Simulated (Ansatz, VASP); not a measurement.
**Two plane-wave programs on FeO**

```
Fe O
1.0
    -1.60210    1.60210    2.08339
     1.60210   -1.60210    2.08339
     1.60210    1.60210   -2.08339
Fe O
1 1
Direct
  0.00000 0.00000 0.00000
  0.50000 0.50000 0.00000
```

Alike in both runs: task single point; functional PBE; k mesh 10 × 10 × 10; occupations fermi-dirac, width 0.05 eV; collinear spin; fixed moment 4.5 μB.

|  | VASP | Ansatz |
| --- | --- | --- |
| version | VASP 6.6.1 | Ansatz 0.2.0 |
| potentials or method | VASP PAW PBE potentials, release 64 (Fe, O) | Ansatz PAW |
| plane-wave cutoff (eV) | 520 | 420 |
| valence electrons in the cell | 14 | 22 |

Ansatz gave:

```
pressure (GPa)                                                : 1.0
traceless stress, the component that is largest in VASP (GPa) : 4.77
net moment per atom (μB)                                      : 2.25
size of the moment on the site where the two differ most (μB) : 3.59
```

Problem. What did VASP give for the same quantities?

Solution. Pressure (GPa): 1.0; traceless stress, the component that is largest in VASP (GPa): 4.98; net moment per atom (μB): 2.25; size of the moment on the site where the two differ most (μB): 3.85.

Site moments also hang on the region over which each program counts them. The functional is the same, so the differences come from potentials, cutoffs and numerics. VASP's potentials hold 14 valence electrons a cell and Ansatz's 22, so a difference there can come from the potentials and not from the codes.
